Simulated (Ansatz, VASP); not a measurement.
One calculation of Zn, two programs

```xyz
2
Lattice="0.0000 3.0283 3.0283 3.0283 0.0000 3.0283 3.0283 3.0283 0.0000" Properties=species:S:1:pos:R:3 pbc="T T T"
Zn    0.7571    0.7571    0.7571
Zn    5.2996    5.2996    5.2996
```

Alike in both runs: functional BLYP; k mesh 10 × 10 × 10; occupations fermi-dirac, width 0.1 eV; no spin polarisation.

Ansatz relaxed the structure, and its values are those at the end. VASP's run is a single point on that final structure, the one shown.

|  | VASP | Ansatz |
| --- | --- | --- |
| version | VASP 6.6.1 | Ansatz 0.2.0 |
| potentials or method | VASP PAW PBE potentials, release 64 (Zn), cutoff 520 eV | plane waves (420 eV) with PAW, scalar-relativistic |
| valence electrons in the cell | 24 | 24 |

|  | VASP | Ansatz | Ansatz less VASP |
| --- | --- | --- | --- |
| pressure (GPa) | 0.1 | 0.0 | -0.10 |

VASP's potentials were made for PBE, not for BLYP.
